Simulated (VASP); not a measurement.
Write the native input for VASP 6.6.1 that does the following.

| Item | Value |
| --- | --- |
| Task | single point |
| Functional | PBE |
| Potentials or basis | VASP PAW PBE potentials, release 64 (W_sv, S) |
| Cutoff | 520 eV |
| k mesh | 6 × 6 × 6 |
| Occupations | fermi-dirac, width 0.146 eV |
| Spin | no spin polarisation |
| Dipole correction | no |
| Further INCAR settings | ALGO = Normal; EDIFF = 1e-07; NBANDS = 20 |

The structure of WS2 (Tungstenite) lies in POSCAR:

```
WS2
1.0
    1.6199830000      0.9352980000      6.3715820000
   -1.6199830000      0.9352980000      6.3715820000
    0.0000000000     -1.8705960000      6.3715820000
W S
1 2
Direct
   -0.0093084615     -0.0062090462      0.0211630444
    0.2746248710      0.2046025313      0.2668355064
    0.3652275242      0.4305917903      0.4580338102
```

The input as run:

INCAR

```
SYSTEM = WS2
ALGO     = Normal         ! electronic algorithm
EDIFF    = 1E-7           ! SCF threshold, eV
ENCUT    = 520            ! plane-wave cutoff, eV
GGA      = PE             ! functional
ISIF     = 2              ! what is computed and relaxed
ISMEAR   = -1             ! smearing method
LASPH    = .TRUE.         ! aspherical terms in the spheres
LCHARG   = .FALSE.        ! write CHGCAR
LREAL    = .FALSE.        ! projectors in reciprocal space
LWAVE    = .FALSE.        ! write WAVECAR
NBANDS   = 20             ! bands
NELM     = 80             ! most SCF steps
PREC     = Accurate       ! precision mode
SIGMA    = 0.146          ! smearing width, eV
```

KPOINTS

```
k-points
0
G
  6 6 6
  0 0 0
```

Potentials or basis: VASP PAW PBE potentials, release 64 (W_sv, S).

Run with:

```console
$ cat potpaw_PBE.64/W_sv/POTCAR potpaw_PBE.64/S/POTCAR > POTCAR
$ mpirun -np 1 vasp_std > vasp.out
```

It gave:

```
Pressure               : -7.1 GPa
Largest force          : 1.776 eV/Å
Band gap on the k mesh : 1.02 eV, indirect (least direct gap 1.70 eV)
```

Caveat: spin-orbit coupling is left out, which moves the levels of the heavy elements; forces of over 1 eV/Å act on the atoms, so gaps and moduli don't describe the material at rest.

Run time: 9.5 min on 1 thread of Intel(R) Xeon(R) Platinum 8259CL CPU @ 2.50GHz (Skylake/Cascade Lake) (shared host), peak memory 0.4 GiB.
